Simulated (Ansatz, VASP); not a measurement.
# Bi2Te3: VASP beside Ansatz

The input INCAR:

```
SYSTEM = Bi2Te3
ALGO     = Normal         ! electronic algorithm
EDIFF    = 1E-8           ! SCF threshold, eV
ENCUT    = 520            ! plane-wave cutoff, eV
GGA      = CA             ! functional
ISIF     = 2              ! what is computed and relaxed
ISMEAR   = -1             ! smearing method
LASPH    = .TRUE.         ! aspherical terms in the spheres
LCHARG   = .FALSE.        ! write CHGCAR
LEFG     = .TRUE.       
LREAL    = .FALSE.        ! projectors in reciprocal space
LWAVE    = .FALSE.        ! write WAVECAR
NBANDS   = 32             ! bands
NELM     = 80             ! most SCF steps
PREC     = Accurate       ! precision mode
SIGMA    = 0.08           ! smearing width, eV
```

File KPOINTS:

```
k-points
0
G
  8 8 8
  0 0 0
```

The input POSCAR:

```
Bi2Te3
1.0
    2.2085012539      1.2750787934      9.6482699000
   -2.2085012539      1.2750787934      9.6482699000
    0.0000000000     -2.5501575869      9.6482699000
Bi Te
2 3
Direct
    0.8120000000      0.8120000000      0.8120000000
    0.4020000000      0.4020000000      0.4020000000
    0.6110000000      0.6110000000      0.6110000000
    0.2000000000      0.2000000000      0.2000000000
    0.0000000000      0.0000000000      0.0000000000
```

Input for Ansatz:

```yaml
crystal:
  lattice:
    - [2.2085012539, 1.2750787934, 9.6482699]
    - [-2.2085012539, 1.2750787934, 9.6482699]
    - [0.0, -2.5501575869, 9.6482699]
  atoms:
    - { symbol: Bi, position: [0.812, 0.812, 0.812] }
    - { symbol: Bi, position: [0.402, 0.402, 0.402] }
    - { symbol: Te, position: [0.611, 0.611, 0.611] }
    - { symbol: Te, position: [0.2, 0.2, 0.2] }
    - { symbol: Te, position: [0.0, 0.0, 0.0] }
kpoints:
  mp_grid: { grid: [8, 8, 8] }
scf:
  occupations: { method: fermi_dirac, width: 0.08 }
hamiltonian:
  xc: lda
  pseudopotentials: { kind: paw }
output:
  forces: true
  stress: true
  eigenvalues: true
  efg: { contact_densities: true }
```

Change from the starting cell: zz strain of -3 %, PAW files.

Alike in both runs: task electric field gradients; functional LDA; k mesh 8 × 8 × 8; occupations fermi-dirac, width 0.08 eV; no spin polarisation.

|  | VASP | Ansatz |
| --- | --- | --- |
| version | VASP 6.6.1 | Ansatz 0.2.0 |
| potentials or method | VASP PAW LDA potentials, release 64 (Bi_d, Te) | PAW with Ansatz's default frozen-core files, scalar-relativistic |
| plane-wave cutoff (eV) | 520 | 420 |
| valence electrons in the cell | 48 | 78 |

```tsv
	VASP	Ansatz	Ansatz less VASP
pressure (GPa)	-0.2	-0.3	-0.10
traceless stress, the component that is largest in VASP (GPa)	-0.29	-0.29	+0.008
rms of the force components (eV/Å)	0.503	0.492	-0.0102
size of Vzz on the site where it differs most (V/Å²)	68.3	75.2	+6.92
```

LDA's correlation is that of Perdew and Zunger in VASP and of Perdew and Wang (1992) in Ansatz. Atom by atom the forces differ by 0.012 eV/Å (rms over components). VASP's potentials hold 48 valence electrons a cell and Ansatz's 78, so a difference there can come from the potentials and not from the codes.

Spin-orbit coupling is off throughout.
